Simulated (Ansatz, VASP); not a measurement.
Ag: VASP beside Ansatz

Contents of INCAR:

```
SYSTEM = Ag
ALGO = Fast
EDIFF = 1E-6
ENCUT = 520
ISIF = 2
ISMEAR = 0
LASPH = .True.
LCHARG = .True.
LELF = .True.
LREAL = .False.
LVHAR = .True.
LWAVE = .False.
NBANDS = 12
NELM = 80
PREC = Accurate
SIGMA = 0.15
```

The input KPOINTS:

```
k-points
0
Gamma
  20 20 20
  0 0 0
```

The input POSCAR:

```
Ag
1.0
    0.0000000000      2.2729487500      2.0431000000
    2.2729487500      0.0000000000      2.0431000000
    2.2729487500      2.2729487500      0.0000000000
Ag
1
Direct
    0.0000000000      0.0000000000      0.0000000000
```

Input for Ansatz:

```yaml
crystal:
  lattice:
    - [0.0, 2.27294875, 2.0431]
    - [2.27294875, 0.0, 2.0431]
    - [2.27294875, 2.27294875, 0.0]
  atoms:
    - { symbol: Ag, position: [0.0, 0.0, 0.0] }
basis:
  ecutwfc: 420
kpoints:
  mp_grid: { grid: [20, 20, 20] }
hamiltonian:
  xc: lda
scf:
  occupations: { method: gaussian, width: 0.15 }
output:
  forces: true
  stress: true
  eigenvalues: true
```

Change from the starting cell: strain +0.1125 x Voigt [1, 1, 0, 0, 0, 0], atoms carried along.

Alike in both runs: task single point; functional LDA; k mesh 20 × 20 × 20; occupations gaussian, width 0.15 eV; no spin polarisation.

```csv
,VASP,Ansatz
version,VASP 6.6.1,Ansatz 0.2.0
potentials or method,"VASP PAW LDA potentials, release 64 (Ag), cutoff 520 eV","scalar-relativistic, plane waves, PAW"
valence electrons in the cell,11,19
```

|  | VASP | Ansatz | Ansatz less VASP |
| --- | --- | --- | --- |
| gap on the k mesh at the Fermi level (eV) | none | none | - |
| pressure (GPa) | -17.1 | -17.2 | -0.17 |
| traceless stress, the component that is largest in VASP (GPa) | 0.62 | 0.62 | +0.001 |

LDA's correlation is that of Perdew and Zunger in VASP and of Perdew and Wang (1992) in Ansatz. A gap of «none» marks a metal or a gap that the smearing closes. VASP's potentials hold 11 valence electrons a cell and Ansatz's 19, so a difference there can come from the potentials and not from the codes.
